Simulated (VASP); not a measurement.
# Si2W (I4/mmm) in VASP: settings compared

The runs below take Si2W through single point, with RPBE, revPBE.

All numbers are computed with VASP 6.6.1; they aren't measurements. Logs are shortened: lines on timing, memory, paths and dates and some standing lists are left out, and cuts for length are marked.

## (1) The cell of the first run

Symmetry: I4/mmm, No. 139, tetragonal system. Conventional cell: a = 3.214 Å, b = 3.214 Å, c = 7.830 Å, α = 90.00°, β = 90.00°, γ = 90.00°. W (site symmetry 4/mmm) has 10 Si at 2.62 Å and 4 W at 3.21 Å within 3.4 Å. Si (site symmetry 4mm) has 9 Si at 2.59 to 3.21 Å and 5 W at 2.62 Å within 3.4 Å.

## (2) Single point, RPBE

File INCAR:

```
ALGO     = Normal         # electronic algorithm
EDIFF    = 1E-6           # SCF threshold, eV
ENCUT    = 520            # plane-wave cutoff, eV
GGA      = RP             # functional
ISIF     = 2              # what is computed and relaxed
ISMEAR   = -1             # smearing method
LASPH    = True           # aspherical terms in the spheres
LCHARG   = True           # write CHGCAR
LELF     = True           # ELF
LREAL    = False          # projectors in reciprocal space
LVHAR    = True         
LWAVE    = False          # write WAVECAR
NBANDS   = 18             # bands
NELM     = 100            # most SCF steps
PREC     = Accurate       # precision mode
SIGMA    = 0.05           # smearing width, eV
```

File KPOINTS:

```
k-points
0
Gamma
  12 12 12
```

File POSCAR:

```
Si2W
1.0
   -1.6069000000      1.6069000000      3.9149500000
    1.6069000000     -1.6069000000      3.9149500000
    1.6069000000      1.6069000000     -3.9149500000
W Si
1 2
Direct
    0.0000000000      0.0000000000      0.0000000000
    0.6653000000      0.6653000000      0.0000000000
    0.3347000000      0.3347000000      0.0000000000
```

Potentials or basis: VASP PAW PBE potentials, release 64 (W_sv, Si).

On the command line:

```sh
> cat potpaw_PBE.64/W_sv/POTCAR potpaw_PBE.64/Si/POTCAR > POTCAR
> mpirun -np 1 vasp_std > vasp.out
```

OUTCAR:

```text
EDIFF = 1E-6
   ENCUT = 520
   GGA = RP
   ISIF = 2
   ISMEAR = -1
   LASPH = True
   LREAL = False
   NELM = 100
   PREC = Accurate

 ion  position               nearest neighbor table
   1  0.000  0.000  0.000-   2 2.62   2 2.62   2 2.62   3 2.62   2 2.62   3 2.62   3 2.62   3 2.62
                             2 2.62   3 2.62
   2  0.665  0.665  0.000-   3 2.59   1 2.62   1 2.62   1 2.62   1 2.62   1 2.62   3 2.63   3 2.63
                             3 2.63   3 2.63
   3  0.335  0.335  0.000-   2 2.59   1 2.62   1 2.62   1 2.62   1 2.62   1 2.62   2 2.63   2 2.63
                             2 2.63   2 2.63

  LATTYP: Found a body centered tetragonal cell.
 ALAT       =     3.2138000000
 C/A-ratio  =     2.4363370465

  Lattice vectors:

 A1 = (  -1.6069000000,   1.6069000000,   3.9149500000)
 A2 = (   1.6069000000,  -1.6069000000,   3.9149500000)
 A3 = (   1.6069000000,   1.6069000000,  -3.9149500000)

Analysis of symmetry for initial positions (statically):
=====================================================================
 Subroutine PRICEL returns:
 Original cell was already a primitive cell.

 Routine SETGRP: Setting up the symmetry group for a
 body centered tetragonal supercell.

 Subroutine GETGRP returns: Found 16 space group operations
 (whereof 16 operations were pure point group operations)
 out of a pool of 16 trial point group operations.

The static configuration has the point symmetry D_4h.

Analysis of symmetry for dynamics (positions and initial velocities):
=====================================================================
 Subroutine PRICEL returns:
 Original cell was already a primitive cell.

 Routine SETGRP: Setting up the symmetry group for a
 body centered tetragonal supercell.

 Subroutine GETGRP returns: Found 16 space group operations
 (whereof 16 operations were pure point group operations)
 out of a pool of 16 trial point group operations.

The dynamic configuration has the point symmetry D_4h.

 Subroutine INISYM returns: Found 16 space group operations
 (whereof 16 operations are pure point group operations),
 and found     1 'primitive' translations

----------------------------------------------------------------------------------------

                                     Primitive cell

  volume of cell :      40.4356

  direct lattice vectors                    reciprocal lattice vectors
    -1.606900000  1.606900000  3.914950000     0.000000000  0.311158131  0.127715552
     1.606900000 -1.606900000  3.914950000     0.311158131  0.000000000  0.127715552
     1.606900000  1.606900000 -3.914950000     0.311158131  0.311158131  0.000000000

  length of vectors
     4.526708376  4.526708376  4.526708376     0.336348992  0.336348992  0.440044048

  position of ions in fractional coordinates (direct lattice)
     0.000000000  0.000000000  0.000000000
     0.665300000  0.665300000  0.000000000
     0.334700000  0.334700000  0.000000000

  ion indices of the primitive-cell ions
   primitive index   ion index
                 1           1
                 2           2
                 3           3

----------------------------------------------------------------------------------------

 KPOINTS: k-points

Automatic generation of k-mesh.
 Grid dimensions read from file:
 generate k-points for:   12   12   12

 Generating k-lattice:

  Cartesian coordinates                     Fractional coordinates (reciprocal lattice)
     0.000000000  0.025929844  0.010642963     0.083333333  0.000000000  0.000000000
     0.025929844  0.000000000  0.010642963     0.000000000  0.083333333  0.000000000
     0.025929844  0.025929844  0.000000000     0.000000000  0.000000000  0.083333333

  Length of vectors
     0.028029083  0.028029083  0.036670337

  Shift w.r.t. Gamma in fractional coordinates (k-lattice)
     0.000000000  0.000000000  0.000000000

 Subroutine IBZKPT returns following result:
 ===========================================

 Found    163 irreducible k-points:

 Following reciprocal coordinates:
            Coordinates               Weight
  0.000000  0.000000  0.000000      1.000000
  0.083333  0.000000  0.000000      8.000000
  0.166667 -0.000000  0.000000      8.000000
  0.250000  0.000000  0.000000      8.000000
  0.333333  0.000000  0.000000      8.000000
  0.416667  0.000000  0.000000      8.000000
[... 16 lines left out ...]
  0.500000  0.166667 -0.000000     16.000000
 -0.416667  0.166667  0.000000     16.000000
 [... further k-points ...]
   k-points           NKPTS =    163   k-points in BZ     NKDIM =    163   number of bands    NBANDS=     18
   number of dos      NEDOS =    301   number of ions     NIONS =      3
   total plane-waves  NPLWV =  46656
   dimension x,y,z NGX =    36 NGY =   36 NGZ =   36
   dimension x,y,z NGXF=    72 NGYF=   72 NGZF=   72
   ions per type =               1   2
   NGX,Y,Z   is equivalent  to a cutoff of  13.22, 13.22, 13.22 a.u.
   NGXF,Y,Z  is equivalent  to a cutoff of  26.44, 26.44, 26.44 a.u.
 SYSTEM =  unknown system
   PREC   = accura    normal or accurate (medium, high low for compatibility)
   ISTART =      0    job   : 0-new  1-cont  2-samecut
   ICHARG =      2    charge: 1-file 2-atom 10-const
   ISPIN  =      1    spin polarized calculation?
   LNONCOLLINEAR =      F non collinear calculations
   LSORBIT =      F    spin-orbit coupling
   LASPH  =      T    aspherical Exc in radial PAW
   ENCUT  =  520.0 eV  38.22 Ry    6.18 a.u.   8.42  8.42  8.42*2*pi/ulx,y,z
   NELM   =    100;   NELMIN=  2; NELMDL= -5     # of ELM steps
   EDIFF  = 0.1E-05   stopping-criterion for ELM
   LREAL  =      F    real-space projection
   EDIFFG = 0.1E-04   stopping-criterion for IOM
   NSW    =      0    number of steps for IOM
   IBRION =     -1    ionic relax: 0-MD 1-quasi-New 2-CG
   NFREE  =      0    steps in history (QN), initial steepest desc. (CG)
   ISIF   =      2    stress and relaxation
   ISYM   =      2    0-nonsym 1-usesym 2-fastsym
   POTIM  = 0.5000    time-step for ionic-motion
   TEBEG  =    0.0;   TEEND  =   0.0 temperature during run
   PSTRESS=    0.0 pullay stress
   NELECT =      22.0000    total number of electrons
   NUPDOWN=      -1.0000    fix difference up-down
   EMIN   =  10.00;   EMAX   =-10.00  energy-range for DOS
   EFERMI =   0.00;   METHOD = LEGACY
   ISMEAR =    -1;   SIGMA  =   0.05  broadening in eV -4-tet -1-fermi 0-gaus
   EFERMI_NEDOS =   21; number of points for ismear=-14 and -15
   IALGO  =     38    algorithm
   IMIX   =      4    mixing-type and parameters
     AMIX     =   0.40;   BMIX     =  1.00
     AMIX_MAG =   1.60;   BMIX_MAG =  1.00
  volume/ion in A,a.u.               =      13.48        90.96
  Fermi-wavevector in a.u.,A,eV,Ry     =   1.336476  2.525573 24.302284  1.786167
  Thomas-Fermi vector in A             =   2.465099
   LORBIT       =      0    0 simple, 1 ext, 2 COOP (PROOUT), +10 PAW based schemes
   GGA     = RP    functional components
   LHFCALC =     F    Hartree Fock is set to
   AEXX    =    0.0000 exact exchange contribution
   IVDW    =     0    specifies the selected vdW correction
   LEPSILON=     F    determine dielectric tensor
   LRPA    =     F    only Hartree local field effects (RPA)
 non-spin polarized calculation
  energy-cutoff  :      520.00
  volume of cell :       40.44
 maximum number of plane-waves:      1118
 NGX is ok and might be reduce to    36
   NGX = 17   NGY = 17   NGZ = 17

 number of electron      21.9999999 magnetization

 Free energy of the ion-electron system (eV)
  ---------------------------------------------------
  ext. energy  EPLUGINS =         0.00000000
  ---------------------------------------------------
  free energy    TOTEN  =       -23.63603260 eV

  energy without entropy =      -23.63408304  energy(sigma->0) =      -23.63505782

 E-fermi :  12.0636     XC(G=0): -12.5006

 val. band max:       12.0084083982   @ k =  -0.3333  -0.4167   0.3333
 cond. band min:      12.0789075896   @ k =  -0.4167  -0.4167   0.3333
 fundamental gap:      0.0704991914
 Fermi energy:        12.0635946710

 k-point     1 :       0.0000    0.0000    0.0000
  band No.  band energies     occupation
      1     -61.8285      2.00000
      2     -26.0814      2.00000
      3     -26.0682      2.00000
      4     -26.0682      2.00000
      5      -2.0360      2.00000
      6       5.1828      2.00000
[... 10 lines left out ...]
     17      17.7563      0.00000
     18      17.7563      0.00000

 k-point     2 :       0.0833    0.0000    0.0000
  band No.  band energies     occupation
      1     -61.8280      2.00000
      2     -26.0830      2.00000
      3     -26.0802      2.00000
      4     -26.0669      2.00000
      5      -1.9033      2.00000
      6       5.1929      2.00000
[... 10 lines left out ...]
     17      17.7723      0.00000
     18      18.2238      0.00000

 k-point     3 :       0.1667   -0.0000    0.0000
  band No.  band energies     occupation
      1     -61.8266      2.00000
      2     -26.1230      2.00000
      3     -26.0773      2.00000
      4     -26.0632      2.00000
      5      -1.5117      2.00000
      6       5.1696      2.00000
[... 10 lines left out ...]
     17      18.0861      0.00000
     18      19.2792      0.00000

 k-point     4 :       0.2500    0.0000    0.0000
  band No.  band energies     occupation
      1     -61.8247      2.00000
      2     -26.1773      2.00000
      3     -26.0731      2.00000
      4     -26.0582      2.00000
      5      -0.8804      2.00000
      6       4.9063      2.00000
[... 375 lines left out ...]
      4     -26.0613      2.00000
      5       1.6033      2.00000
      6       3.1332      2.00000
[... 10 lines left out ...]
     17      19.3468      0.00000
     18      20.7425      0.00000

 k-point    23 :       0.5000    0.1667   -0.0000
  band No.  band energies     occupation
      1     -61.8191      2.00000
      2     -26.2765      2.00000
      3     -26.1002      2.00000
      4     -26.0592      2.00000
      5       2.0816      2.00000
      6       2.6604      2.00000
[... 10 lines left out ...]
     17      19.4382      0.00000
     18      20.7823      0.00000

 k-point    24 :      -0.4167    0.1667    0.0000
  band No.  band energies     occupation
      1     -61.8196      2.00000
      2     -26.2624      2.00000
      3     -26.1016      2.00000
      4     -26.0595      2.00000
      5       1.0490      2.00000
      6       3.7351      2.00000
[... 10 lines left out ...]
     17      19.1242      0.00000
     18      20.4223      0.00000

 [... further k-points ...]

------------------------ aborting loop because EDIFF is reached ----------------------------------------

  FORCE on cell =-STRESS in cart. coord.  units (eV):
  Direction    XX          YY          ZZ          XY          YZ          ZX
  --------------------------------------------------------------------------------------
  -------------------------------------------------------------------------------------
  Total        1.4128872      1.4128872      1.5648743      0.0000000      0.0000000     -0.0000000
  in kB       55.9827416     55.9827416     62.0049174      0.0000000      0.0000000     -0.0000000
  external PRESSURE =      57.9901335 kB  Pullay stress =       0.0000000 kB

 VOLUME and BASIS-vectors are now :
 -----------------------------------------------------------------------------
  energy-cutoff  :      520.00
  volume of cell :       40.44
      direct lattice vectors                 reciprocal lattice vectors
    -1.606900000  1.606900000  3.914950000     0.000000000  0.311158131  0.127715552
     1.606900000 -1.606900000  3.914950000     0.311158131  0.000000000  0.127715552
     1.606900000  1.606900000 -3.914950000     0.311158131  0.311158131  0.000000000

 POSITION                                       TOTAL-FORCE (eV/Angst)
 -----------------------------------------------------------------------------------
      0.00000      0.00000      0.00000         0.000000      0.000000     -0.000000
      0.00000      0.00000      5.20923        -0.000000     -0.000000      0.116499
      0.00000      0.00000      2.62067         0.000000      0.000000     -0.116499
 -----------------------------------------------------------------------------------
    total drift:                               -0.000000     -0.000000      0.000000

  FREE ENERGIE OF THE ION-ELECTRON SYSTEM (eV)
  ---------------------------------------------------
  free  energy   TOTEN  =       -23.6360325977 eV

  energy  without entropy=      -23.6340830366  energy(sigma->0) =      -23.63505782
```

It took 3.2 min on 1 thread of Intel Xeon Platinum 8375C at 2.90GHz (Ice Lake), shared host; peak memory 0.28 GiB.

What came out:

- Free energy: -23.6360 eV
- Pressure: 5.8 GPa
- Largest force: 0.116 eV/Å
- Band gap on the k mesh: zero (bands 11 and 12 overlap by 1.30 eV)

Forces on the atoms (eV/Å):
```
W    0.000  0.000  0.000
Si   0.000  0.000  0.116
Si   0.000  0.000 -0.116
```

Stress tensor (GPa, compression positive):
```
5.60 0.00 0.00
0.00 5.60 0.00
0.00 0.00 6.20
```

Levels at points of the mesh, in eV from the Fermi level:
| k point | band 8 | band 9 | band 10 | band 11 | band 12 | band 13 | band 14 | band 15 |
| --- | --- | --- | --- | --- | --- | --- | --- | --- |
| (0.00, 0.00, 0.00) | -3.33 | -2.86 | -2.86 | 0.59 | 2.76 | 2.86 | 3.04 | 3.04 |
| (0.50, 0.00, 0.00) | -4.90 | -2.82 | -2.77 | -0.46 | 2.72 | 2.77 | 3.92 | 4.45 |
| (0.50, 0.50, 0.00) | -5.49 | -5.04 | -3.27 | -1.81 | 2.79 | 2.98 | 3.14 | 3.89 |
| (0.50, 0.50, 0.50) | -2.59 | -0.86 | -0.86 | -0.51 | -0.51 | 0.77 | 4.52 | 4.96 |

Caveat: the cell stands under pressure; the PAW data sets were made with another functional, which shifts forces and pressure a little; spin-orbit coupling is left out, which moves the levels of the heavy elements.

## (3) Single point, revPBE

File INCAR:

```
PREC = Accurate
ENCUT = 520
EDIFF = 1E-7
ISMEAR = -1
SIGMA = 0.05
LREAL = F
LASPH = T
NELM = 100
ALGO = Normal
ISIF = 2
LWAVE = F
LCHARG = T
GGA = RE
LELF = T
LVHAR = T
NBANDS = 18
```

File KPOINTS:

```
regular mesh
0
Gamma
  12 12 12
```

POSCAR is that of step 2.

Potentials or basis: VASP PAW PBE potentials, release 64 (W_sv, Si).

On the command line:

```sh
> cat potpaw_PBE.64/W_sv/POTCAR potpaw_PBE.64/Si/POTCAR > POTCAR
> mpirun -np 1 vasp_std > vasp.out
```

Wall time 3.2 min (1 thread of Intel Xeon Platinum 8375C at 2.90GHz (Ice Lake), shared host); peak memory 0.28 GiB.

The run converged. Its results:

* Free energy: -23.8831 eV
* Pressure: 5.2 GPa
* Largest force: 0.106 eV/Å
* Band gap on the k mesh: zero (bands 11 and 12 overlap by 1.30 eV)

Forces in eV/Å, atoms in the order of the input:
```
W    0.000  0.000  0.000
Si   0.000  0.000  0.106
Si   0.000  0.000 -0.106
```

Stress tensor (GPa, compression positive):
```
4.97 0.00 0.00
0.00 4.97 0.00
0.00 0.00 5.56
```

Levels at points of the mesh, in eV from the Fermi level:
| k point | band 9 | band 10 | band 11 | band 12 | band 13 | band 14 |
| --- | --- | --- | --- | --- | --- | --- |
| (0.00, 0.00, 0.00) | -2.86 | -2.86 | 0.59 | 2.75 | 2.87 | 3.04 |
| (0.50, 0.00, 0.00) | -2.82 | -2.77 | -0.46 | 2.71 | 2.77 | 3.92 |
| (0.50, 0.50, 0.00) | -5.03 | -3.27 | -1.80 | 2.79 | 2.98 | 3.13 |
| (0.50, 0.50, 0.50) | -0.86 | -0.86 | -0.51 | -0.51 | 0.77 | 4.51 |

Caveat: the cell stands under pressure; the PAW data sets were made with another functional, which shifts forces and pressure a little; spin-orbit coupling is left out, which moves the levels of the heavy elements.
